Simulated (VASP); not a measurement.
Set up this calculation in VASP 6.6.1, as the native input.

```
Task                   : single point
Functional             : PBE
Potentials or basis    : VASP PAW PBE potentials, release 64 (Pb_d, O)
Cutoff                 : 600 eV
k mesh                 : 10 × 10 × 10
Occupations            : gaussian, width 0.1 eV
Spin                   : no spin polarisation
Dipole correction      : no
Further INCAR settings : ALGO = Normal; EDIFF = 1e-06; NBANDS = 49
```

The structure of PbO2 lies in POSCAR:

```
PbO2
1.0
   -2.9579921957      2.9579921957      4.2231055932
    2.9579921957     -2.9579921957      4.2231055932
    2.9579921957      2.9579921957     -4.2231055932
Pb O
3 6
Direct
    0.0000000000      0.0000000000      0.0000000000
    0.2500000000      0.7500000000      0.5000000000
    0.7500000000      0.2500000000      0.5000000000
    0.6361884376      0.9663162539      0.0000000000
    0.3638115624      0.3638115624      0.3301278162
    0.5000000000      0.0000000000      0.5000000000
    0.9663162539      0.6361884376      0.0000000000
    0.0336837461      0.0336837461      0.6698721838
    0.0000000000      0.5000000000      0.5000000000
```

These files were run (other wordings do the same):

INCAR

```
SYSTEM = PbO2
ALGO = Normal ; EDIFF = 1E-6
ENCUT = 600 ; GGA = PE
GGA_COMPAT = .False. ; ISIF = 2
ISMEAR = 0 ; LASPH = .True.
LCHARG = .False. ; LREAL = .False.
LWAVE = .False. ; NBANDS = 49
NELM = 120 ; PREC = Accurate
SIGMA = 0.1
```

KPOINTS

```
k-points
0
Gamma
  10 10 10
  0 0 0
```

Potentials or basis: VASP PAW PBE potentials, release 64 (Pb_d, O).

Run with:

```bash
$ cat potpaw_PBE.64/Pb_d/POTCAR potpaw_PBE.64/O/POTCAR > POTCAR
$ mpirun -np 1 vasp_std > vasp.out
```

Results of the run:

```yaml
Pressure: 0.1 GPa
Largest_force: 0.008 eV/Å
Band_gap_on_the_k_mesh: zero (bands 39 and 40 overlap by 0.09 eV)
```

Caveat: semilocal functionals underestimate gaps, so a narrow gap can read as zero; spin-orbit coupling is left out, which moves the levels of the heavy elements.

Wall time 8.7 min on 1 thread of Intel(R) Xeon(R) 6975P-C (Granite Rapids), on a shared host, peak memory 0.77 GiB.
